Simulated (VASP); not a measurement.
Wanted: the native input for a VASP 6.6.1 run.

| Quantity | Value |
| --- | --- |
| Task | single point |
| Functional | r2SCAN |
| Potentials or basis | VASP PAW PBE potentials, release 64 (In_d, Pd_sv_GW) |
| Cutoff | 590 eV |
| k mesh | 16 × 16 × 16 |
| Occupations | gaussian, width 0.15 eV |
| Spin | no spin polarisation |
| Dipole correction | no |
| Further INCAR settings | ALGO = Normal; EDIFF = 1e-06; NBANDS = 22 |

InPd:

```
CELL_PARAMETERS angstrom
3.43526 -0.68705 -0.68705
-0.68705 3.43526 -0.68705
-0.68705 -0.68705 3.43526
ATOMIC_POSITIONS crystal
In 0.00000 0.00000 0.00000
Pd 0.50000 0.50000 0.50000
```

This cell differs from its parent crystal: ratio of the length along [111] to the lengths across it x 0.5, volume and fractional coordinates fixed.

The input as run:

POSCAR

```
InPd
1.0
    3.4352637560     -0.6870527512     -0.6870527512
   -0.6870527512      3.4352637560     -0.6870527512
   -0.6870527512     -0.6870527512      3.4352637560
In Pd
1 1
Direct
    0.0000000000      0.0000000000      0.0000000000
    0.5000000000      0.5000000000      0.5000000000
```

INCAR.step1

```
PREC = Accurate
ENCUT = 590
ISMEAR = 0
SIGMA = 0.15
LREAL = False
LASPH = True
NELM = 120
NBANDS = 22
GGA = PE
ALGO = Normal
EDIFF = 1E-5
LWAVE = True
LCHARG = False
GGA_COMPAT = False
```

INCAR.step2

```
PREC = Accurate
ENCUT = 590
EDIFF = 1E-6
ISMEAR = 0
SIGMA = 0.15
LREAL = False
LASPH = True
NELM = 120
ALGO = Normal
ISIF = 2
LWAVE = False
LCHARG = False
METAGGA = R2SCAN
LMIXTAU = True
NBANDS = 22
ISTART = 1
GGA_COMPAT = False
```

KPOINTS

```
Automatic mesh
0
Gamma
  16 16 16
```

Potentials or basis: VASP PAW PBE potentials, release 64 (In_d, Pd_sv_GW).

Run with:

```console
$ cat potpaw_PBE.64/In_d/POTCAR potpaw_PBE.64/Pd_sv_GW/POTCAR > POTCAR
$ cp INCAR.step1 INCAR
$ mpirun -np 1 vasp_std > vasp.out
$ cp INCAR.step2 INCAR
$ mpirun -np 1 vasp_std > vasp.out
```

Results of the run:

* Pressure: 211.6 GPa
* Band gap on the k mesh: zero (an odd number of electrons rules out a gap without spin polarisation)

Caveat: atoms lie so close that the PAW spheres overlap strongly, which falsifies energies and pressures; the cell stands under pressure; the PAW data sets were made with another functional, which shifts forces and pressure a little; spin-orbit coupling is left out, which moves the levels of the heavy elements.

It took 9.6 min on 1 thread of Intel(R) Xeon(R) 6975P-C (Granite Rapids), on a shared host, peak memory 0.57 GiB.
